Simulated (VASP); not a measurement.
Here is a VASP 6.6.1 calculation.

Contents of INCAR:

```
SYSTEM = Li
ALGO = Normal
EDIFF = 1E-6
ENCUT = 520
GGA = PE
ISIF = 2
ISMEAR = 0
IVDW = 12
LASPH = .True.
LCHARG = .False.
LREAL = .False.
LWAVE = .False.
NBANDS = 8
NELM = 80
PREC = Accurate
SIGMA = 0.1
```

Contents of KPOINTS:

```
k-points
0
Gamma
  18 18 18
  0 0 0
```

The input POSCAR:

```
Li
1.0
    0.0000000000      2.1558991398      2.1558991398
    2.1558991398      0.0000000000      2.1558991398
    2.1558991398      2.1558991398      0.0000000000
Li
1
Direct
    0.0000000000      0.0000000000      0.0000000000
```

Potentials or basis: VASP PAW PBE potentials, release 64 (Li_sv).

The run is started by

```sh
$ cat potpaw_PBE.64/Li_sv/POTCAR > POTCAR
$ mpirun -np 1 vasp_std > vasp.out
```

(1) Predict the dispersion energy per atom.

Answers

(1) -0.171 eV.
